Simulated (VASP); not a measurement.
Si2SnB3:

```xyz
6
Lattice="2.6328 -4.7086 0.0000 2.6328 4.7086 0.0000 0.0000 0.0000 2.9773" Properties=species:S:1:pos:R:3 pbc="T T T"
Si    1.3164   -2.3543    1.4886
Si    1.3164    2.3543    1.4886
Sn    0.0000    0.0000    0.0000
B     2.6328   -0.9334    0.0000
B     2.6328    0.9334    0.0000
B     2.6328    0.0000    1.4886
```

The cell was built from a structure type or drawn by symmetry, and may not be a known phase.

| Item | Value |
| --- | --- |
| Program | VASP 6.6.1 |
| Task | relaxation of cell and atoms |
| Functional | PBE |
| Potentials or basis | VASP PAW PBE potentials, release 64 (Si, Sn_d, B) |
| Cutoff | 600 eV |
| k mesh | 8 × 8 × 12 |
| Occupations | gaussian, width 0.1 eV |
| Spin | no spin polarisation |

At the start: pressure 0.5 GPa; volume 12.30 Å³/atom.

How do energy, volume and symmetry change on relaxing?

Over 8 steps the energy falls by 4.5 meV/atom and the volume is 12.51 Å³/atom (+1.7 %); space group Cmmm (No. 65, to 0.1 Å) before and after.

Step by step:
```tsv
step	energy change (eV)	largest force (eV/Å)	pressure (GPa)	volume (Å³)
1	0.0000	0.1308	0.54	73.82
2	-0.0216	0.1466	0.51	74.26
3	-0.0238	0.1366	0.51	74.42
4	-0.0238	0.1359	0.51	74.43
5	-0.0263	0.0841	-0.06	74.95
6	-0.0266	0.0611	-0.30	75.17
7	-0.0269	0.0300	0.12	75.00
8	-0.0269	0.0032	0.00	75.05
```

Final structure:
```cif
data_structure
_symmetry_space_group_name_H-M 'P 1'
_symmetry_Int_Tables_number 1
_cell_length_a 5.4784
_cell_length_b 5.4784
_cell_length_c 2.9448
_cell_angle_alpha 90.000
_cell_angle_beta 90.000
_cell_angle_gamma 121.878
_cell_volume 75.05
loop_
_atom_site_label
_atom_site_type_symbol
_atom_site_fract_x
_atom_site_fract_y
_atom_site_fract_z
_atom_site_occupancy
Si1 Si 0.50000 0.00000 0.50000 1
Si2 Si 0.00000 0.50000 0.50000 1
Sn1 Sn 0.00000 0.00000 0.00000 1
B1 B 0.59659 0.40341 0.00000 1
B2 B 0.40341 0.59659 0.00000 1
B3 B 0.50000 0.50000 0.50000 1
```

Caveat: the highest band is partly filled, so the run has too few bands.
